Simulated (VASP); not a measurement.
# AgI (F-43m) in VASP: a series of runs

The runs below take AgI through relaxation of cell and atoms, with PBE, PBEsol.

Everything below comes from runs of VASP 6.6.1. Logs are shortened: lines on timing, memory, paths and dates and some standing lists are left out, and cuts for length are marked.

## Step 1: The cell of the first run

The structure is cubic, space group F-43m (No. 216). The conventional cell has a = 6.473 Å, b = 6.473 Å, c = 6.473 Å, α = 90.00°, β = 90.00°, γ = 90.00°. Within 3.7 Å of Ag (site symmetry -43m) lie 4 I at 2.80 Å. Within 3.7 Å of I (site symmetry -43m) lie 4 Ag at 2.80 Å.

## Step 2: Relaxation of cell and atoms, PBE

File INCAR:

```
SYSTEM = AgI
PREC = Accurate
ENCUT = 500
EDIFF = 1E-7
ISMEAR = -1
SIGMA = 0.02
LREAL = .FALSE.
LASPH = .TRUE.
NELM = 120
ALGO = Normal
ISIF = 3
LWAVE = .FALSE.
LCHARG = .FALSE.
GGA = PE
IBRION = 2
NSW = 80
EDIFFG = -0.005
GGA_COMPAT = .FALSE.
NELMIN = 4
```

File KPOINTS:

```
Automatic mesh
0
G
  6 6 6
  0 0 0
```

File POSCAR:

```
AgI
1.0
    0.0000000000      3.2365000000      3.2365000000
    3.2365000000      0.0000000000      3.2365000000
    3.2365000000      3.2365000000      0.0000000000
Ag I
1 1
Direct
    0.0000000000      0.0000000000      0.0000000000
    0.2500000000      0.2500000000      0.2500000000
```

Potentials or basis: VASP PAW PBE potentials, release 64 (Ag, I).

Command:

```sh
> cat potpaw_PBE.64/Ag/POTCAR potpaw_PBE.64/I/POTCAR > POTCAR
> mpirun -np 1 vasp_std > vasp.out
```

OUTCAR:

```text
SYSTEM = AgI
   PREC = Accurate
   ENCUT = 500
   EDIFF = 1E-7
   ISMEAR = -1
   LREAL = .FALSE.
   LASPH = .TRUE.
   NELM = 120
   ISIF = 3
   GGA = PE
   IBRION = 2
   NSW = 80
   EDIFFG = -0.005
   NELMIN = 4

 ion  position               nearest neighbor table
   1  0.000  0.000  0.000-   2 2.80   2 2.80   2 2.80   2 2.80
   2  0.250  0.250  0.250-   1 2.80   1 2.80   1 2.80   1 2.80

  LATTYP: Found a face centered cubic cell.
 ALAT       =     6.4730000000

  Lattice vectors:

 A1 = (   0.0000000000,   3.2365000000,   3.2365000000)
 A2 = (   3.2365000000,   0.0000000000,   3.2365000000)
 A3 = (   3.2365000000,   3.2365000000,   0.0000000000)

Analysis of symmetry for initial positions (statically):
=====================================================================
 Subroutine PRICEL returns:
 Original cell was already a primitive cell.

 Routine SETGRP: Setting up the symmetry group for a
 face centered cubic supercell.

 Subroutine GETGRP returns: Found 24 space group operations
 (whereof 24 operations were pure point group operations)
 out of a pool of 48 trial point group operations.

The static configuration has the point symmetry T_d .

Analysis of symmetry for dynamics (positions and initial velocities):
=====================================================================
 Subroutine PRICEL returns:
 Original cell was already a primitive cell.

 Routine SETGRP: Setting up the symmetry group for a
 face centered cubic supercell.

 Subroutine GETGRP returns: Found 24 space group operations
 (whereof 24 operations were pure point group operations)
 out of a pool of 48 trial point group operations.

The dynamic configuration has the point symmetry T_d .

 Subroutine INISYM returns: Found 24 space group operations
 (whereof 24 operations are pure point group operations),
 and found     1 'primitive' translations

----------------------------------------------------------------------------------------

                                     Primitive cell

  volume of cell :      67.8042

  direct lattice vectors                    reciprocal lattice vectors
     0.000000000  3.236500000  3.236500000    -0.154487873  0.154487873  0.154487873
     3.236500000  0.000000000  3.236500000     0.154487873 -0.154487873  0.154487873
[... 68 lines left out ...]
   ISTART =      0    job   : 0-new  1-cont  2-samecut
   ICHARG =      2    charge: 1-file 2-atom 10-const
   ISPIN  =      1    spin polarized calculation?
   LNONCOLLINEAR =      F non collinear calculations
   LSORBIT =      F    spin-orbit coupling
   LASPH  =      T    aspherical Exc in radial PAW
   ENCUT  =  500.0 eV  36.75 Ry    6.06 a.u.   8.35  8.35  8.35*2*pi/ulx,y,z
   NELM   =    120;   NELMIN=  4; NELMDL= -5     # of ELM steps
   EDIFF  = 0.1E-06   stopping-criterion for ELM
   LREAL  =      F    real-space projection
   EDIFFG = -.5E-02   stopping-criterion for IOM
   NSW    =     80    number of steps for IOM
   IBRION =      2    ionic relax: 0-MD 1-quasi-New 2-CG
   NFREE  =      1    steps in history (QN), initial steepest desc. (CG)
   ISIF   =      3    stress and relaxation
   ISYM   =      2    0-nonsym 1-usesym 2-fastsym
   POTIM  = 0.5000    time-step for ionic-motion
   TEBEG  =    0.0;   TEEND  =   0.0 temperature during run
   PSTRESS=    0.0 pullay stress
   NELECT =      18.0000    total number of electrons
   NUPDOWN=      -1.0000    fix difference up-down
   EMIN   =  10.00;   EMAX   =-10.00  energy-range for DOS
   EFERMI =   0.00;   METHOD = LEGACY
   ISMEAR =    -1;   SIGMA  =   0.02  broadening in eV -4-tet -1-fermi 0-gaus
   EFERMI_NEDOS =   21; number of points for ismear=-14 and -15
   IALGO  =     38    algorithm
   IMIX   =      4    mixing-type and parameters
     AMIX     =   0.40;   BMIX     =  1.00
     AMIX_MAG =   1.60;   BMIX_MAG =  1.00
  volume/ion in A,a.u.               =      33.90       228.78
  Fermi-wavevector in a.u.,A,eV,Ry     =   1.052156  1.988286 15.062083  1.107032
  Thomas-Fermi vector in A             =   2.187227
   LORBIT       =      0    0 simple, 1 ext, 2 COOP (PROOUT), +10 PAW based schemes
   GGA     = PE    functional components
   LHFCALC =     F    Hartree Fock is set to
   AEXX    =    0.0000 exact exchange contribution
   IVDW    =     0    specifies the selected vdW correction
   LEPSILON=     F    determine dielectric tensor
   LRPA    =     F    only Hartree local field effects (RPA)
 conjugate gradient relaxation of ions
 non-spin polarized calculation
  energy-cutoff  :      500.00
  volume of cell :       67.80
 maximum number of plane-waves:      1759
 NGX is ok and might be reduce to    36
   NGX = 17   NGY = 17   NGZ = 17

--------------------------------------- Ionic step        1  -------------------------------------------

 number of electron      17.9999998 magnetization

 Free energy of the ion-electron system (eV)
  ---------------------------------------------------
  ext. energy  EPLUGINS =         0.00000000
  ---------------------------------------------------
  free energy    TOTEN  =        -4.76001559 eV

  energy without entropy =       -4.76001559  energy(sigma->0) =       -4.76001559

------------------------ aborting loop because EDIFF is reached ----------------------------------------

  FORCE on cell =-STRESS in cart. coord.  units (eV):
  Direction    XX          YY          ZZ          XY          YZ          ZX
  --------------------------------------------------------------------------------------
  -------------------------------------------------------------------------------------
  Total        0.9234955      0.9234955      0.9234955     -0.0000000     -0.0000000      0.0000000
  in kB       21.8216973     21.8216973     21.8216973     -0.0000000     -0.0000000      0.0000000
  external PRESSURE =      21.8216973 kB  Pullay stress =       0.0000000 kB
[... 59 lines left out ...]
--------------------------------------- Ionic step        3  -------------------------------------------

 number of electron      18.0000004 magnetization

 Free energy of the ion-electron system (eV)
  ---------------------------------------------------
  ext. energy  EPLUGINS =         0.00000000
  ---------------------------------------------------
  free energy    TOTEN  =        -4.79106328 eV

  energy without entropy =       -4.79106328  energy(sigma->0) =       -4.79106328

 E-fermi :   2.8847     XC(G=0):  -8.1522

 val. band max:        2.4787083795   @ k =   0.0000   0.0000   0.0000
 cond. band min:       3.8235757133   @ k =   0.0000   0.0000   0.0000
 fundamental gap:      1.3448673339
 Fermi energy:         2.8846925589

 k-point     1 :       0.0000    0.0000    0.0000
  band No.  band energies     occupation
      1     -10.0032      2.00000
      2      -1.3918      2.00000
      3      -1.3918      2.00000
      4      -1.3918      2.00000
      5      -0.3460      2.00000
      6      -0.3460      2.00000
      7       2.4787      2.00000
      8       2.4787      2.00000
      9       2.4787      2.00000
     10       3.8236      0.00000
     11       8.3303      0.00000
     12       8.3303      0.00000
     13       8.3303      0.00000
[... 267 lines left out ...]
  FREE ENERGIE OF THE ION-ELECTRON SYSTEM (eV)
  ---------------------------------------------------
  free  energy   TOTEN  =        -4.7910632794 eV

  energy  without entropy=       -4.7910632794  energy(sigma->0) =       -4.79106328

 reached required accuracy - stopping structural energy minimisation
```

CONTCAR:

```text
AgI
   1.00000000000000
    -0.0000000000000000    3.3132577050653920    3.3132577050653920
     3.3132577050653920   -0.0000000000000000    3.3132577050653920
     3.3132577050653920    3.3132577050653920    0.0000000000000000
  Ag              I
     1     1
Direct
     0.0000000000000000    0.0000000000000000    0.0000000000000000
     0.2500000000000000    0.2500000000000000    0.2500000000000000

  0.00000000E+00  0.00000000E+00  0.00000000E+00
  0.00000000E+00  0.00000000E+00  0.00000000E+00
```

It took 49 s on 1 thread of Intel Xeon Platinum 8488C (Sapphire Rapids), shared host; peak memory 0.21 GiB.

What came out:

* Free energy: -4.7911 eV
* Relaxed volume: 36.37 Å³/atom
* Relaxed cell: a = 4.686 Å, b = 4.686 Å, c = 4.686 Å, α = 60.00°, β = 60.00°, γ = 60.00°
* Space group after relaxing (to 0.05 Å): F-43m (No. 216)
* Energy gained by relaxing: 15.5 meV/atom
* Ionic steps: 3
* Pressure after relaxing: 0.0 GPa
* Band gap on the k mesh: 1.34 eV, direct

Step by step:
```
step  energy change (eV)  largest force (eV/Å)  pressure (GPa)  volume (Å³)
   1              0.0000                0.0000            2.18        67.80
   2             -0.0310                0.0000            0.11        72.44
   3             -0.0310                0.0000            0.00        72.74
```

Final structure:
```
CELL_PARAMETERS angstrom
0.00000 3.31326 3.31326
3.31326 0.00000 3.31326
3.31326 3.31326 0.00000
ATOMIC_POSITIONS crystal
Ag 0.00000 0.00000 0.00000
I 0.25000 0.25000 0.25000
```

Caveat: spin-orbit coupling is left out, which moves the levels of the heavy elements. Zero-point motion and thermal expansion aren't in these numbers.

## Step 3: Relaxation of cell and atoms, PBEsol

This run uses another cell than the first one, of 36.46 Å³/atom, 1.075 times its volume.

File INCAR:

```
PREC = Accurate
ENCUT = 500
EDIFF = 1E-7
ISMEAR = -1
SIGMA = 0.02
LREAL = F
LASPH = T
NELM = 120
ALGO = Normal
ISIF = 3
LWAVE = F
LCHARG = F
GGA = PS
IBRION = 2
NSW = 80
EDIFFG = -0.005
GGA_COMPAT = F
NELMIN = 4
```

File KPOINTS:

```
regular mesh
0
Gamma
  6 6 6
```

File POSCAR:

```
AgI
1.0
    0.0000000000      3.3158714970      3.3158714970
    3.3158714970      0.0000000000      3.3158714970
    3.3158714970      3.3158714970      0.0000000000
Ag I
1 1
Direct
    0.0000000000      0.0000000000      0.0000000000
    0.2500000000      0.2500000000      0.2500000000
```

Potentials or basis: VASP PAW PBE potentials, release 64 (Ag, I).

Command:

```sh
> cat potpaw_PBE.64/Ag/POTCAR potpaw_PBE.64/I/POTCAR > POTCAR
> mpirun -np 1 vasp_std > vasp.out
```

OUTCAR:

```text
PREC = Accurate
   ENCUT = 500
   EDIFF = 1E-7
   ISMEAR = -1
   LREAL = F
   LASPH = T
   NELM = 120
   ISIF = 3
   GGA = PS
   IBRION = 2
   NSW = 80
   EDIFFG = -0.005
   NELMIN = 4

 ion  position               nearest neighbor table
   1  0.000  0.000  0.000-   2 2.87   2 2.87   2 2.87   2 2.87
   2  0.250  0.250  0.250-   1 2.87   1 2.87   1 2.87   1 2.87

  LATTYP: Found a face centered cubic cell.
 ALAT       =     6.6317429940

  Lattice vectors:

 A1 = (   0.0000000000,   3.3158714970,   3.3158714970)
 A2 = (   3.3158714970,   0.0000000000,   3.3158714970)
 A3 = (   3.3158714970,   3.3158714970,   0.0000000000)

[... 173 lines left out ...]
  -------------------------------------------------------------------------------------
  Total       -1.0451741     -1.0451741     -1.0451741     -0.0000000     -0.0000000      0.0000000
  in kB      -22.9655137    -22.9655137    -22.9655137     -0.0000000     -0.0000000      0.0000000
  external PRESSURE =     -22.9655137 kB  Pullay stress =       0.0000000 kB
[... 59 lines left out ...]
--------------------------------------- Ionic step        3  -------------------------------------------

 number of electron      17.9999998 magnetization

 Free energy of the ion-electron system (eV)
  ---------------------------------------------------
  ext. energy  EPLUGINS =         0.00000000
  ---------------------------------------------------
  free energy    TOTEN  =        -5.45436054 eV

  energy without entropy =       -5.45436054  energy(sigma->0) =       -5.45436054

 E-fermi :   3.6549     XC(G=0):  -8.7368

 val. band max:        3.2525681474   @ k =   0.0000   0.0000   0.0000
 cond. band min:       4.4528179493   @ k =   0.0000   0.0000   0.0000
 fundamental gap:      1.2002498019
 Fermi energy:         3.6548820287

 k-point     1 :       0.0000    0.0000    0.0000
  band No.  band energies     occupation
      1      -9.7181      2.00000
      2      -1.1199      2.00000
      3      -1.1199      2.00000
      4      -1.1199      2.00000
      5       0.0697      2.00000
      6       0.0697      2.00000
      7       3.2526      2.00000
      8       3.2526      2.00000
      9       3.2526      2.00000
     10       4.4528      0.00000
     11       8.8827      0.00000
     12       8.8827      0.00000
     13       8.8827      0.00000
[... 267 lines left out ...]
  FREE ENERGIE OF THE ION-ELECTRON SYSTEM (eV)
  ---------------------------------------------------
  free  energy   TOTEN  =        -5.4543605443 eV

  energy  without entropy=       -5.4543605442  energy(sigma->0) =       -5.45436054

 reached required accuracy - stopping structural energy minimisation
```

It took 52 s on 1 thread of Intel Xeon Platinum 8488C (Sapphire Rapids), shared host; peak memory 0.22 GiB.

Results:

```
Free energy                            : -5.4544 eV
Relaxed volume                         : 33.51 Å³/atom
Relaxed cell                           : a = 4.559 Å, b = 4.559 Å, c = 4.559 Å, α = 60.00°, β = 60.00°, γ = 60.00°
Space group after relaxing (to 0.05 Å) : F-43m (No. 216)
Energy gained by relaxing              : 23.2 meV/atom
Ionic steps                            : 3
Pressure after relaxing                : 0.0 GPa
Band gap on the k mesh                 : 1.20 eV, direct
```

Step by step:
```
step  energy change (eV)  largest force (eV/Å)  pressure (GPa)  volume (Å³)
   1              0.0000                0.0000           -2.30        72.92
   2             -0.0460                0.0000           -0.27        67.54
   3             -0.0464                0.0000            0.00        67.02
```

Final structure:
```
Ag I
1.0
     0.00000    3.22392    3.22392
     3.22392    0.00000    3.22392
     3.22392    3.22392    0.00000
Ag I
1 1
Direct
  0.00000 0.00000 0.00000
  0.25000 0.25000 0.25000
```

Caveat: the PAW data sets were made with another functional, which shifts forces and pressure a little; spin-orbit coupling is left out, which moves the levels of the heavy elements. As with any semilocal functional, this PBEsol gap is likely too small.
